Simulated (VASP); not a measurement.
**Ge: single point with BLYP**

Ge:

```
CELL_PARAMETERS angstrom
3.22329 0.00000 0.00000
-1.61164 2.79145 0.00000
0.00000 0.00000 4.98505
ATOMIC_POSITIONS crystal
Ge 0.33333 0.66667 0.25000
Ge 0.66667 0.33333 0.75000
```

This cell differs from its parent crystal: volume scaled by 1.04.

```yaml
Program: VASP 6.6.1
Task: single point
Functional: BLYP
Potentials_or_basis: VASP PAW PBE potentials, release 64 (Ge_d)
Cutoff: 520 eV
k_mesh: 13 × 13 × 7
Occupations: fermi-dirac, width 0.1 eV
Spin: no spin polarisation
```

The pressure is -1.7 GPa and the band gap on the k mesh is zero (band 14 reaches 10.55 eV, above the bottom of band 15 at 3.71 eV).

Stress tensor (GPa, compression positive):
```
-1.86  0.00  0.00
 0.00 -1.86  0.00
 0.00  0.00 -1.33
```

Levels at points of the mesh, in eV from the Fermi level:
```
           k point  band 12  band 13  band 14  band 15  band 16  band 17
(0.00, 0.00, 0.00)    -7.21    -4.30     4.87     4.87     6.64     6.64
```

Run time: 41 s on 1 thread of Intel Xeon 6975P-C, on a shared host, peak memory 0.2 GiB.

Caveat: the PAW data sets were made with another functional, which shifts forces and pressure a little.
